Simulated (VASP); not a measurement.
Input of a VASP 6.6.1 run:

File INCAR:

```
SYSTEM = Ga
PREC = Accurate
ENCUT = 520
EDIFF = 1E-6
ISMEAR = -1
SIGMA = 0.1
LREAL = .False.
LASPH = .True.
NELM = 100
ALGO = Normal
ISIF = 2
LWAVE = .False.
LCHARG = .True.
GGA = PS
LELF = .True.
LVHAR = .True.
NBANDS = 12
```

KPOINTS

```
Automatic mesh
0
Gamma
  17 17 17
  0 0 0
```

The input POSCAR:

```
Ga
1.0
   -1.4133600000      1.4133600000      2.2290000000
    1.4133600000     -1.4133600000      2.2290000000
    1.4133600000      1.4133600000     -2.2290000000
Ga
1
Direct
    0.0000000000      0.0000000000      0.0000000000
```

Potentials or basis: VASP PAW PBE potentials, release 64 (Ga_d).

Run with:

```console
$ cat potpaw_PBE.64/Ga_d/POTCAR > POTCAR
$ mpirun -np 1 vasp_std > vasp.out
```

Question: Estimate the band gap on the k mesh.

Answer: Zero (an odd number of electrons rules out a gap without spin polarisation).

Question: Estimate the pressure.

Answer: -0.3 GPa.

Stress tensor (GPa, compression positive):
```
-0.44  0.00  0.00
 0.00 -0.44  0.00
 0.00  0.00  0.10
```

Caveat: the PAW data sets were made with another functional, which shifts forces and pressure a little.
